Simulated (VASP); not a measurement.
Runs of VASP 6.6.1 on CO2. Symmetry: I-42d, No. 122, tetragonal system. The conventional cell has a = 3.910 Å, b = 3.910 Å, c = 5.935 Å, α = 90.00°, β = 90.00°, γ = 90.00°. C (site symmetry -4) has 4 O at 1.39 Å within 1.9 Å. O (site symmetry 2) has 2 C at 1.39 Å within 1.9 Å. 

```csv
level,smearing,share of exact exchange,screening parameter,gap on the mesh (eV),pressure (GPa),largest force (eV/Å)
HSE06,gaussian 0.01 eV,0.25,0.2079 1/Å,9.90,-1.8,0.31
PBE-based screened hybrid with 40 % exact exchange,gaussian 0.01 eV,0.4,0.5 1/Å,(a),-5.9,0.56
PBE-based screened hybrid with 75 % exact exchange,gaussian 0.01 eV,0.75,0.1 1/Å,15.58,-22.3,1.47
HSE06,methfessel-paxton 0.2 eV,0.25,0.2079 1/Å,9.90,-1.8,0.31
```

Alike in all rows: task single point; potentials or basis VASP PAW PBE potentials, release 64 (C, O); no spin polarisation; cell as given; k mesh 4 × 4 × 4; cutoff (eV) 520.

Problem. Fill in the values left out.

Solution. (a) 9.98.

Caveats: all runs use coarse meshes; the PAW data sets were made with another functional, which shifts forces and pressure a little.

A k mesh can miss the band edges.
